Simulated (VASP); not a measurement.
Set up this calculation in VASP 6.6.1, as the native input.

* Task: single point
* Functional: PBE
* Potentials or basis: VASP PAW PBE potentials, release 64 (Mg)
* Cutoff: 520 eV
* k mesh: 9 × 9 × 9
* Occupations: methfessel-paxton, width 0.05 eV
* Spin: no spin polarisation
* Dipole correction: no
* Further INCAR settings: ALGO = Normal; EDIFF = 1e-06; NBANDS = 7

The structure of Mg lies in POSCAR:

```
Mg
1.0
    0.0000000000      2.1866854029      2.1866854029
    2.1866854029      0.0000000000      2.1866854029
    2.1866854029      2.1866854029      0.0000000000
Mg
1
Direct
    0.0000000000      0.0000000000      0.0000000000
```

One way to write it, as run:

INCAR

```
PREC     = Accurate       # precision mode
ENCUT    = 520            # plane-wave cutoff, eV
EDIFF    = 1E-6           # SCF threshold, eV
ISMEAR   = 1              # smearing method
SIGMA    = 0.05           # smearing width, eV
LREAL    = F              # projectors in reciprocal space
LASPH    = T              # aspherical terms in the spheres
NELM     = 80             # most SCF steps
ALGO     = Normal         # electronic algorithm
ISIF     = 2              # what is computed and relaxed
LWAVE    = F              # write WAVECAR
LCHARG   = T              # write CHGCAR
GGA      = PE             # functional
LELF     = T              # ELF
LVHAR    = T            
NBANDS   = 7              # bands
```

KPOINTS

```
regular mesh
0
Gamma
  9 9 9
```

Potentials or basis: VASP PAW PBE potentials, release 64 (Mg).

Command:

```bash
$ cat potpaw_PBE.64/Mg/POTCAR > POTCAR
$ mpirun -np 1 vasp_std > vasp.out
```

It gave:

| Item | Value |
| --- | --- |
| Pressure | 4.2 GPa |
| Band gap on the k mesh | zero (band 1 reaches 3.74 eV, above the bottom of band 2 at 2.31 eV) |

It took 10 s on 1 thread of AMD EPYC 9R45, on a shared host, peak memory 0.1 GiB.
